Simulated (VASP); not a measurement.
NaOs12 (a cell with a defect), 13 atoms in the cell. The cell holds a defect, 13 atoms: a = 5.480 Å, b = 8.220 Å, c = 4.326 Å, α = 90.00°, β = 90.00°, γ = 120.00°. 

- Program: VASP 6.6.1
- Task: relaxation of the atoms
- Functional: LDA
- Potentials or basis: VASP PAW LDA potentials, release 64 (Os, Na_pv)
- Cutoff: 520 eV
- k mesh: 4 × 3 × 4
- Occupations: gaussian, width 0.05 eV
- Spin: no spin polarisation
- Dipole correction: no
- Further INCAR settings: ALGO = Normal; EDIFF = 1e-06; IBRION = 2; EDIFFG = -0.03; NSW = 80

Potentials or basis: VASP PAW LDA potentials, release 64 (Os, Na_pv).

The run is started by

```console
$ cat potpaw_LDA.64/Os/POTCAR potpaw_LDA.64/Na_pv/POTCAR > POTCAR
$ mpirun -np 4 vasp_std > vasp.out
```

Hardware: 4 MPI ranks on AMD EPYC 7R13 Processor (Zen 3) (shared host).

Q: How long does it take, and how much memory?

A: It took 53 min on 4 MPI ranks on AMD EPYC 7R13 Processor (Zen 3), on a shared host, peak memory 0.35 GiB a rank. Counts: scf iterations 559, k points 26, ion steps 72.
